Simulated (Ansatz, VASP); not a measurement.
## Ta: VASP beside Ansatz

```
CELL_PARAMETERS angstrom
-1.65970 1.65970 1.65970
1.65970 -1.65970 1.65970
1.65970 1.65970 -1.65970
ATOMIC_POSITIONS crystal
Ta 0.00000 0.00000 0.00000
```

Alike in both runs: functional PBE; k mesh 23 × 23 × 23; no spin polarisation.

Ansatz relaxed the structure, and its values are those at the end. VASP's run is a single point on that final structure, the one shown.

```csv
,VASP,Ansatz
version,VASP 6.6.1,Ansatz 0.2.0
potentials or method,"VASP PAW PBE potentials, release 64 (Ta_pv)","plane-wave PAW, scalar-relativistic"
plane-wave cutoff (eV),520,420
occupations,"methfessel-paxton of order 1, width 0.1 eV","cold, width 0.1 eV"
valence electrons in the cell,11,13
```

VASP gave:

| Quantity | Value |
| --- | --- |
| pressure (GPa) | 0.1 |

Problem. Estimate Ansatz's values.

Solution. Pressure (GPa): 0.0.

VASP's potentials hold 11 valence electrons a cell and Ansatz's 13, so a difference there can come from the potentials and not from the codes.

Spin-orbit coupling is off throughout.
